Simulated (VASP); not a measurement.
Here is a VASP 6.6.1 calculation.

File INCAR:

```
SYSTEM = Pt
PREC = Accurate
ENCUT = 600
EDIFF = 1E-7
ISMEAR = -1
SIGMA = 0.05
LREAL = .FALSE.
LASPH = .TRUE.
NELM = 100
ALGO = Normal
ISIF = 3
LWAVE = .FALSE.
LCHARG = .FALSE.
GGA = PS
IBRION = 2
NSW = 80
EDIFFG = -0.02
PSTRESS = 200.0
```

The input KPOINTS:

```
regular mesh
0
G
  12 12 12
  0 0 0
```

The input POSCAR:

```
Pt
1.0
    0.0000000000      1.9609000000      1.9609000000
    1.9609000000      0.0000000000      1.9609000000
    1.9609000000      1.9609000000      0.0000000000
Pt
1
Direct
    0.0000000000      0.0000000000      0.0000000000
```

Potentials or basis: VASP PAW PBE potentials, release 64 (Pt).

The run is started by

```console
$ cat potpaw_PBE.64/Pt/POTCAR > POTCAR
$ mpirun -np 1 vasp_std > vasp.out
```

Problem. What does it give for the relaxed cell?

Solution. a = 2.716 Å, b = 2.716 Å, c = 2.716 Å, α = 60.00°, β = 60.00°, γ = 60.00°.

Problem. Estimate the relaxed volume.

Solution. 14.17 Å³/atom.

Problem. What does it give for the space group after relaxing (to 0.05 Å)?

Solution. Fm-3m (No. 225).

Problem. Predict the band gap on the k mesh.

Solution. Zero (band 5 reaches 12.92 eV, above the bottom of band 6 at 10.43 eV).

The path:
```csv
step,energy change (eV),largest force (eV/Å),pressure (GPa),volume (Å³)
1,0.0000,0.0000,-0.92,15.08
2,1.6554,0.0000,186.64,11.18
3,0.0401,0.0000,17.59,14.26
4,0.0470,0.0000,19.22,14.19
5,0.0505,0.0000,20.00,14.17
```

Caveat: the cell is relaxed towards a set pressure, so the enthalpy falls and the energy may rise; the PAW data sets were made with another functional, which shifts forces and pressure a little; spin-orbit coupling is left out, which moves the levels of the heavy elements.
